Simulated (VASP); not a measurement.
# AgCl in VASP: a series of runs

Runs on AgCl. Level: PBE. Tasks: single point.

All numbers are computed with VASP 6.6.1; they aren't measurements. Logs are shortened: lines on timing, memory, paths and dates and some standing lists are left out, and cuts for length are marked.

### Step 1. The cell of the first run

The typed cell holds 2 atoms: a = 3.472 Å, b = 3.430 Å, c = 3.465 Å, α = 89.42°, β = 89.70°, γ = 89.42°.

### Step 2. Single point, PBE

INCAR

```
PREC = Accurate
ENCUT = 500
EDIFF = 1E-6
ISMEAR = 0
SIGMA = 0.1
LREAL = F
LASPH = T
NELM = 120
ALGO = Normal
ISIF = 2
LWAVE = F
LCHARG = F
GGA = PE
NBANDS = 16
NELECT = 17.9
GGA_COMPAT = F
```

KPOINTS

```
Automatic mesh
0
Gamma
  2 2 2
```

POSCAR

```
AgCl
1.0
    3.4718159313      0.0175266446      0.0088873283
    0.0175266446      3.4297549626      0.0173679213
    0.0088873283      0.0173679213      3.4646648507
Ag Cl
1 1
Direct
    0.0000000000      0.0000000000      0.0000000000
    0.5000000000      0.5000000000      0.5000000000
```

Potentials or basis: VASP PAW PBE potentials, release 64 (Ag, Cl).

Started as:

```sh
$ cat potpaw_PBE.64/Ag/POTCAR potpaw_PBE.64/Cl/POTCAR > POTCAR
$ mpirun -np 1 vasp_std > vasp.out
```

OUTCAR:

```text
PREC = Accurate
   ENCUT = 500
   EDIFF = 1E-6
   ISMEAR = 0
   LREAL = F
   LASPH = T
   NELM = 120
   ISIF = 2
   GGA = PE
   NELECT = 17.9

 ion  position               nearest neighbor table
   1  0.000  0.000  0.000-   2 2.98   2 2.98   2 2.99   2 2.99   2 2.99   2 2.99   2 3.02   2 3.02

   2  0.500  0.500  0.500-   1 2.98   1 2.98   1 2.99   1 2.99   1 2.99   1 2.99   1 3.02   1 3.02

  LATTYP: Found a triclinic cell.
 ALAT       =     3.4298437182
 B/A-ratio  =     1.0122535692
 C/A-ratio  =     1.0101684115
 COS(alpha) =     0.0051501259
 COS(beta)  =     0.0100894549
 COS(gamma) =     0.0101709750

  Lattice vectors:

 A1 = (  -0.0175266446,  -3.4297549626,  -0.0173679213)
 A2 = (  -3.4718159313,  -0.0175266446,  -0.0088873283)
 A3 = (  -0.0088873283,  -0.0173679213,  -3.4646648507)

Analysis of symmetry for initial positions (statically):
=====================================================================
 Subroutine PRICEL returns:
 Original cell was already a primitive cell.

 Routine SETGRP: Setting up the symmetry group for a
 triclinic supercell.

 Subroutine GETGRP returns: Found  2 space group operations
 (whereof  2 operations were pure point group operations)
 out of a pool of  2 trial point group operations.

The static configuration has the point symmetry S_2 .

Analysis of symmetry for dynamics (positions and initial velocities):
=====================================================================
 Subroutine PRICEL returns:
 Original cell was already a primitive cell.

 Routine SETGRP: Setting up the symmetry group for a
 triclinic supercell.

 Subroutine GETGRP returns: Found  2 space group operations
 (whereof  2 operations were pure point group operations)
 out of a pool of  2 trial point group operations.

The dynamic configuration has the point symmetry S_2 .

 Subroutine INISYM returns: Found  2 space group operations
 (whereof  2 operations are pure point group operations),
 and found     1 'primitive' translations

----------------------------------------------------------------------------------------

                                     Primitive cell

  volume of cell :      41.2530

  direct lattice vectors                    reciprocal lattice vectors
     3.471815931  0.017526645  0.008887328     0.288042988 -0.001468246 -0.000731509
     0.017526645  3.429754963  0.017367921    -0.001468246  0.291580904 -0.001457891
     0.008887328  0.017367921  3.464664851    -0.000731509 -0.001457891  0.288637391

  length of vectors
     3.471871546  3.429843718  3.464719780     0.288047659  0.291588246  0.288641999

  position of ions in fractional coordinates (direct lattice)
     0.000000000  0.000000000  0.000000000
     0.500000000  0.500000000  0.500000000

  ion indices of the primitive-cell ions
   primitive index   ion index
                 1           1
                 2           2

----------------------------------------------------------------------------------------

 KPOINTS: Automatic mesh

Automatic generation of k-mesh.
 Grid dimensions read from file:
 generate k-points for:    2    2    2

 Generating k-lattice:

  Cartesian coordinates                     Fractional coordinates (reciprocal lattice)
     0.144021494 -0.000734123 -0.000365754     0.500000000  0.000000000  0.000000000
    -0.000734123  0.145790452 -0.000728946    -0.000000000  0.500000000  0.000000000
    -0.000365754 -0.000728946  0.144318695     0.000000000  0.000000000  0.500000000

  Length of vectors
     0.144023829  0.145794123  0.144321000

  Shift w.r.t. Gamma in fractional coordinates (k-lattice)
     0.000000000  0.000000000  0.000000000

 Subroutine IBZKPT returns following result:
 ===========================================

 Found      8 irreducible k-points:

 Following reciprocal coordinates:
            Coordinates               Weight
  0.000000  0.000000  0.000000      1.000000
  0.500000 -0.000000  0.000000      1.000000
 -0.000000  0.500000  0.000000      1.000000
  0.500000  0.500000  0.000000      1.000000
 -0.000000  0.000000  0.500000      1.000000
  0.500000  0.000000  0.500000      1.000000
 -0.000000  0.500000  0.500000      1.000000
  0.500000  0.500000  0.500000      1.000000
   k-points           NKPTS =      8   k-points in BZ     NKDIM =      8   number of bands    NBANDS=     16
   number of dos      NEDOS =    301   number of ions     NIONS =      2
   total plane-waves  NPLWV =  21952
   dimension x,y,z NGX =    28 NGY =   28 NGZ =   28
   dimension x,y,z NGXF=    56 NGYF=   56 NGZF=   56
   ions per type =               1   1
   NGX,Y,Z   is equivalent  to a cutoff of  13.41, 13.57, 13.44 a.u.
   NGXF,Y,Z  is equivalent  to a cutoff of  26.81, 27.14, 26.87 a.u.
 SYSTEM =  unknown system
   PREC   = accura    normal or accurate (medium, high low for compatibility)
   ISTART =      0    job   : 0-new  1-cont  2-samecut
   ICHARG =      2    charge: 1-file 2-atom 10-const
   ISPIN  =      1    spin polarized calculation?
   LNONCOLLINEAR =      F non collinear calculations
   LSORBIT =      F    spin-orbit coupling
   LASPH  =      T    aspherical Exc in radial PAW
   ENCUT  =  500.0 eV  36.75 Ry    6.06 a.u.   6.33  6.25  6.32*2*pi/ulx,y,z
   NELM   =    120;   NELMIN=  2; NELMDL= -5     # of ELM steps
   EDIFF  = 0.1E-05   stopping-criterion for ELM
   LREAL  =      F    real-space projection
   EDIFFG = 0.1E-04   stopping-criterion for IOM
   NSW    =      0    number of steps for IOM
   IBRION =     -1    ionic relax: 0-MD 1-quasi-New 2-CG
   NFREE  =      0    steps in history (QN), initial steepest desc. (CG)
   ISIF   =      2    stress and relaxation
   ISYM   =      2    0-nonsym 1-usesym 2-fastsym
   POTIM  = 0.5000    time-step for ionic-motion
   TEBEG  =    0.0;   TEEND  =   0.0 temperature during run
   PSTRESS=    0.0 pullay stress
   NELECT =      17.9000    total number of electrons
   NUPDOWN=      -1.0000    fix difference up-down
   EMIN   =  10.00;   EMAX   =-10.00  energy-range for DOS
   EFERMI =   0.00;   METHOD = LEGACY
   ISMEAR =     0;   SIGMA  =   0.10  broadening in eV -4-tet -1-fermi 0-gaus
   EFERMI_NEDOS =   21; number of points for ismear=-14 and -15
   IALGO  =     38    algorithm
   IMIX   =      4    mixing-type and parameters
     AMIX     =   0.40;   BMIX     =  1.00
     AMIX_MAG =   1.60;   BMIX_MAG =  1.00
  volume/ion in A,a.u.               =      20.63       139.19
  Fermi-wavevector in a.u.,A,eV,Ry     =   1.239388  2.342103 20.899662  1.536082
  Thomas-Fermi vector in A             =   2.373873
   LORBIT       =      0    0 simple, 1 ext, 2 COOP (PROOUT), +10 PAW based schemes
   GGA     = PE    functional components
   LHFCALC =     F    Hartree Fock is set to
   AEXX    =    0.0000 exact exchange contribution
   IVDW    =     0    specifies the selected vdW correction
   LEPSILON=     F    determine dielectric tensor
   LRPA    =     F    only Hartree local field effects (RPA)
 non-spin polarized calculation
 Gauss-broadening in eV      SIGMA  =   0.10
  energy-cutoff  :      500.00
  volume of cell :       41.25
 maximum number of plane-waves:      1064
 NGX is ok and might be reduce to    28
   NGX = 13   NGY = 13   NGZ = 13

 number of electron      17.9000001 magnetization

 Free energy of the ion-electron system (eV)
  ---------------------------------------------------
  ext. energy  EPLUGINS =         0.00000000
  ---------------------------------------------------
  free energy    TOTEN  =        -4.60073529 eV

  energy without entropy =       -4.58757951  energy(sigma->0) =       -4.59415740

 E-fermi :   4.0043     XC(G=0): -10.1728

 val. band max:        3.9208064002   @ k =   0.5000  -0.0000   0.0000
 cond. band min:       4.3106524172   @ k =   0.0000   0.0000   0.0000
 fundamental gap:      0.3898460170
 Fermi energy:         4.0043067574

 k-point     1 :       0.0000    0.0000    0.0000
  band No.  band energies     occupation
      1     -10.4005      2.00000
      2       0.8835      2.00000
      3       0.9064      2.00000
      4       1.7694      2.00000
      5       1.7814      2.00000
      6       1.7922      2.00000
      7       2.5252      2.00000
      8       2.5453      2.00000
      9       2.6538      2.00000
     10       4.3107      0.00001
     11      13.2616      0.00000
     12      13.3342      0.00000
     13      17.1265      0.00000
     14      17.2276      0.00000
     15      17.4097      0.00000
     16      20.1649      0.00000

 k-point     2 :       0.5000   -0.0000    0.0000
  band No.  band energies     occupation
      1      -9.9512      2.00000
      2      -1.0113      2.00000
      3       0.8696      2.00000
      4       0.9575      2.00000
      5       1.0162      2.00000
      6       1.8285      2.00000
      7       2.1569      2.00000
      8       3.8769      1.92842
      9       3.9208      1.76235
     10       8.7204      0.00000
     11       9.2087      0.00000
     12      13.3606      0.00000
     13      13.7047      0.00000
     14      13.9417      0.00000
     15      19.4206      0.00000
     16      19.9076      0.00000

 k-point     3 :      -0.0000    0.5000    0.0000
  band No.  band energies     occupation
      1      -9.9209      2.00000
      2      -1.0038      2.00000
      3       0.8667      2.00000
      4       0.9053      2.00000
      5       1.0439      2.00000
      6       1.8233      2.00000
      7       2.2014      2.00000
      8       3.8746      1.93331
      9       3.8967      1.87208
     10       8.6500      0.00000
     11       9.2497      0.00000
     12      13.3419      0.00000
     13      13.7248      0.00000
     14      13.7714      0.00000
     15      19.3421      0.00000
     16      19.7855      0.00000

 k-point     4 :       0.5000    0.5000    0.0000
  band No.  band energies     occupation
      1      -9.6396      2.00000
      2       0.4874      2.00000
      3       0.5377      2.00000
      4       1.1359      2.00000
      5       1.4917      2.00000
      6       1.5021      2.00000
      7       1.5229      2.00000
      8       2.0543      2.00000
      9       3.1935      2.00000
     10       6.4931      0.00000
     11      12.5623      0.00000
     12      12.7304      0.00000
     13      14.4574      0.00000
     14      17.4628      0.00000
     15      17.5552      0.00000
     16      18.6883      0.00000

 k-point     5 :      -0.0000    0.0000    0.5000
  band No.  band energies     occupation
      1      -9.9462      2.00000
      2      -1.0097      2.00000
      3       0.8614      2.00000
      4       0.9563      2.00000
      5       1.0205      2.00000
      6       1.8276      2.00000
      7       2.1646      2.00000
      8       3.8736      1.93549
      9       3.9197      1.76834
     10       8.7075      0.00000
     11       9.2155      0.00000
     12      13.3595      0.00000
     13      13.6698      0.00000
     14      13.9503      0.00000
     15      19.4071      0.00000
     16      19.8864      0.00000

 k-point     6 :       0.5000    0.0000    0.5000
  band No.  band energies     occupation
      1      -9.6641      2.00000
      2       0.4972      2.00000
      3       0.5076      2.00000
      4       1.0984      2.00000
      5       1.5152      2.00000
      6       1.5289      2.00000
      7       1.5348      2.00000
      8       2.0425      2.00000
      9       3.2454      2.00000
     10       6.4005      0.00000
     11      12.6741      0.00000
     12      12.7327      0.00000
     13      14.4879      0.00000
     14      17.6158      0.00000
     15      17.6521      0.00000
     16      18.8820      0.00000

 k-point     7 :      -0.0000    0.5000    0.5000
  band No.  band energies     occupation
      1      -9.6349      2.00000
      2       0.4932      2.00000
      3       0.5363      2.00000
      4       1.1433      2.00000
      5       1.4867      2.00000
      6       1.4998      2.00000
      7       1.5178      2.00000
      8       2.0568      2.00000
      9       3.1826      2.00000
     10       6.5115      0.00000
     11      12.5591      0.00000
     12      12.7097      0.00000
     13      14.4507      0.00000
     14      17.4412      0.00000
     15      17.5267      0.00000
     16      18.6496      0.00000

 k-point     8 :       0.5000    0.5000    0.5000
  band No.  band energies     occupation
      1      -9.2853      2.00000
      2      -0.4065      2.00000
      3      -0.3936      2.00000
      4      -0.3742      2.00000
      5       2.0604      2.00000
      6       2.0751      2.00000
      7       3.5416      2.00000
      8       3.5985      2.00000
      9       3.6039      2.00000
     10       8.5211      0.00000
     11       8.6271      0.00000
     12       8.6401      0.00000
     13      10.2563      0.00000
     14      21.0198      0.00000
     15      21.1195      0.00000
     16      21.3404      0.00000

------------------------ aborting loop because EDIFF is reached ----------------------------------------

  FORCE on cell =-STRESS in cart. coord.  units (eV):
  Direction    XX          YY          ZZ          XY          YZ          ZX
  --------------------------------------------------------------------------------------
  -------------------------------------------------------------------------------------
  Total        0.1851618      0.3825587      0.2202798      0.1033747      0.1035306      0.0461344
  in kB        7.1912755     14.8577376      8.5551829      4.0148462      4.0209001      1.7917577
  external PRESSURE =      10.2013987 kB  Pullay stress =       0.0000000 kB

 VOLUME and BASIS-vectors are now :
 -----------------------------------------------------------------------------
  energy-cutoff  :      500.00
  volume of cell :       41.25
      direct lattice vectors                 reciprocal lattice vectors
     3.471815931  0.017526645  0.008887328     0.288042988 -0.001468246 -0.000731509
     0.017526645  3.429754963  0.017367921    -0.001468246  0.291580904 -0.001457891
     0.008887328  0.017367921  3.464664851    -0.000731509 -0.001457891  0.288637391

 POSITION                                       TOTAL-FORCE (eV/Angst)
 -----------------------------------------------------------------------------------
      0.00000      0.00000      0.00000         0.000000      0.000000      0.000000
      1.74911      1.73232      1.74546        -0.000000     -0.000000      0.000000
 -----------------------------------------------------------------------------------
    total drift:                               -0.000000      0.000000      0.000000

  FREE ENERGIE OF THE ION-ELECTRON SYSTEM (eV)
  ---------------------------------------------------
  free  energy   TOTEN  =        -4.6007352850 eV

  energy  without entropy=       -4.5875795106  energy(sigma->0) =       -4.59415740
```

Wall time 12 s (1 thread of AMD EPYC 7R13, shared host); peak memory 0.15 GiB.

Results:

```yaml
Free_energy: -4.6007 eV
```

Caveat: the k points lie up to 0.92 Å⁻¹ apart, too coarse for converged energies, forces and pressures; the cell carries a net charge on a neutralising background, which shifts energy and pressure; the cell is charged against a uniform background, so pressure and absolute levels hang on convention.

### Step 3. Single point, PBE

This run uses another cell than the first one, of 20.25 Å³/atom.

INCAR

```
SYSTEM = AgCl
PREC = Accurate
ENCUT = 400
EDIFF = 1E-6
ISMEAR = 0
SIGMA = 0.1
LREAL = .FALSE.
LASPH = .TRUE.
NELM = 120
ALGO = Normal
ISIF = 2
LWAVE = .FALSE.
LCHARG = .FALSE.
GGA = PE
NBANDS = 16
GGA_COMPAT = .FALSE.
```

KPOINTS

```
Automatic mesh
0
G
  3 3 3
  0 0 0
```

POSCAR

```
AgCl
1.0
    3.4339730000      0.0000000000      0.0000000000
    0.0000000000      3.4339730000      0.0000000000
    0.0000000000      0.0000000000      3.4339730000
Ag Cl
1 1
Direct
   -0.0020739825     -0.0017903461     -0.0013436332
    0.5063112028      0.5054471890      0.5040881218
```

Potentials or basis: VASP PAW PBE potentials, release 64 (Ag, Cl).

Started as:

```sh
$ cat potpaw_PBE.64/Ag/POTCAR potpaw_PBE.64/Cl/POTCAR > POTCAR
$ mpirun -np 1 vasp_std > vasp.out
```

Wall time 11 s (1 thread of AMD EPYC 7R13, shared host); peak memory 0.13 GiB.

The run converged. Its results:

| Quantity | Value |
| --- | --- |
| Free energy | -5.0368 eV |
| Pressure | 0.1 GPa |
| Largest force | 0.003 eV/Å |
| Band gap on the k mesh | 0.82 eV (least direct gap 2.02 eV) |

Forces on the atoms (eV/Å):
```
Ag   0.002  0.002  0.001
Cl  -0.002 -0.002 -0.001
```

Levels at points of the mesh, in eV from the valence-band top:
```
           k point  band 7  band 8  band 9  band 10  band 11  band 12
(0.00, 0.00, 0.00)   -1.21   -1.21   -1.20     0.82     9.69     9.69
```

Caveat: the k points lie up to 0.61 Å⁻¹ apart.

### Step 4. Single point, PBE

This run uses another cell than the first one, of 20.25 Å³/atom.

INCAR

```
ALGO = Normal ; EDIFF = 1E-6
ENCUT = 400 ; GGA = PE
GGA_COMPAT = F ; ISIF = 2
ISMEAR = 0 ; LASPH = T
LCHARG = T ; LELF = T
LREAL = F ; LVHAR = T
LWAVE = F ; NBANDS = 16
NELM = 120 ; PREC = Accurate
SIGMA = 0.1
```

KPOINTS

```
k-points
0
Gamma
  3 3 3
```

POSCAR

```
AgCl
1.0
    3.4339730000      0.0000000000      0.0000000000
    0.0000000000      3.4339730000      0.0000000000
    0.0000000000      0.0000000000      3.4339730000
Ag Cl
1 1
Direct
   -0.0041470914     -0.0035795273     -0.0026863927
    0.5126187655      0.5108916116      0.5081740596
```

Started as:

```sh
$ cat potpaw_PBE.64/Ag/POTCAR potpaw_PBE.64/Cl/POTCAR > POTCAR
$ mpirun -np 1 vasp_std > vasp.out
```

Wall time 10 s (1 thread of AMD EPYC 7R13, shared host); peak memory 0.13 GiB.

It converged, with:

```yaml
Free_energy: -5.0366 eV
Pressure: 0.2 GPa
Largest_force: 0.008 eV/Å
Band_gap_on_the_k_mesh: 0.82 eV (least direct gap 1.99 eV)
```

Forces on the atoms (eV/Å):
```
Ag   0.006  0.005  0.004
Cl  -0.006 -0.005 -0.004
```

Levels at points of the mesh, in eV from the valence-band top:
```
           k point  band 7  band 8  band 9  band 10  band 11  band 12
(0.00, 0.00, 0.00)   -1.19   -1.19   -1.18     0.82     9.66     9.67
```

Caveat: the k points lie up to 0.61 Å⁻¹ apart.
